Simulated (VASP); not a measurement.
GaSe3, 4 atoms in the cell. The structure is cubic, space group Im-3m (No. 229). The conventional cell has a = 5.610 Å, b = 5.610 Å, c = 5.610 Å, α = 90.00°, β = 90.00°, γ = 90.00°. Ga (site symmetry m-3m) has 6 Se at 2.80 Å within 3.7 Å. Se (site symmetry 4/mmm) has 2 Ga at 2.80 Å and 4 Se at 2.80 Å within 3.7 Å. 

| Item | Value |
| --- | --- |
| Program | VASP 6.6.1 |
| Task | single point |
| Functional | PBE |
| Potentials or basis | VASP PAW PBE potentials, release 64 (Ga_d, Se) |
| Cutoff | 520 eV |
| k mesh | 12 × 12 × 12 |
| Occupations | gaussian, width 0.1 eV |
| Spin | no spin polarisation |
| Dipole correction | no |
| Further INCAR settings | ALGO = Normal; EDIFF = 1e-06; NBANDS = 24 |

Potentials or basis: VASP PAW PBE potentials, release 64 (Ga_d, Se).

Run with:

```bash
$ cat potpaw_PBE.64/Ga_d/POTCAR potpaw_PBE.64/Se/POTCAR > POTCAR
$ mpirun -np 1 vasp_std > vasp.out
```

Hardware: 1 thread of Intel(R) Xeon(R) 6975P-C (Granite Rapids), on a shared host.

Task: Estimate the wall time of this run.

Result: Wall time 53 s on 1 thread of Intel(R) Xeon(R) 6975P-C (Granite Rapids), on a shared host, peak memory 0.29 GiB. Counts: scf iterations 12, k points 72.
